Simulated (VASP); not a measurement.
Write the native input for VASP 6.6.1 that does the following.

```
Task                   : single point
Functional             : PBE
Potentials or basis    : VASP PAW PBE potentials, release 64 (Bi_d, H)
Cutoff                 : 520 eV
k mesh                 : 24 × 24 × 24
Occupations            : gaussian, width 0.1 eV
Spin                   : no spin polarisation
Dipole correction      : no
Further INCAR settings : ALGO = Normal; EDIFF = 1e-06; NBANDS = 15
```

The structure of BiH lies in POSCAR:

```
BiH
1.0
   -1.6478884700      1.6478884700      4.2915095495
    1.6478884700     -1.6478884700      4.2915095495
    1.6478884700      1.6478884700     -4.2915095495
Bi H
1 1
Direct
   -0.1073963380     -0.1073963380      0.0000000000
    0.6793973580      0.6793973580      0.0000000000
```

The cell was generated, and may not be a known phase.

One way to write it, as run:

INCAR

```
SYSTEM = BiH
  PREC = Accurate
  ENCUT = 520
  EDIFF = 1E-6
  ISMEAR = 0
  SIGMA = 0.1
  LREAL = .FALSE.
  LASPH = .TRUE.
  NELM = 100
  ALGO = Normal
  ISIF = 2
  LWAVE = .FALSE.
  LCHARG = .FALSE.
  GGA = PE
  NBANDS = 15
```

KPOINTS

```
Automatic mesh
0
G
  24 24 24
  0 0 0
```

Potentials or basis: VASP PAW PBE potentials, release 64 (Bi_d, H).

Command:

```bash
$ cat potpaw_PBE.64/Bi_d/POTCAR potpaw_PBE.64/H/POTCAR > POTCAR
$ mpirun -np 1 vasp_std > vasp.out
```

Results of the run:

| Item | Value |
| --- | --- |
| Pressure | -0.1 GPa |
| Largest force | 0.006 eV/Å |
| Band gap on the k mesh | zero (bands 8 and 9 overlap by 5.91 eV) |

Caveat: spin-orbit coupling is left out, which moves the levels of the heavy elements.

Wall time 10 min on 1 thread of AMD EPYC 9R45 96-Core Processor (Zen 5), with other jobs on the host, peak memory 0.75 GiB.
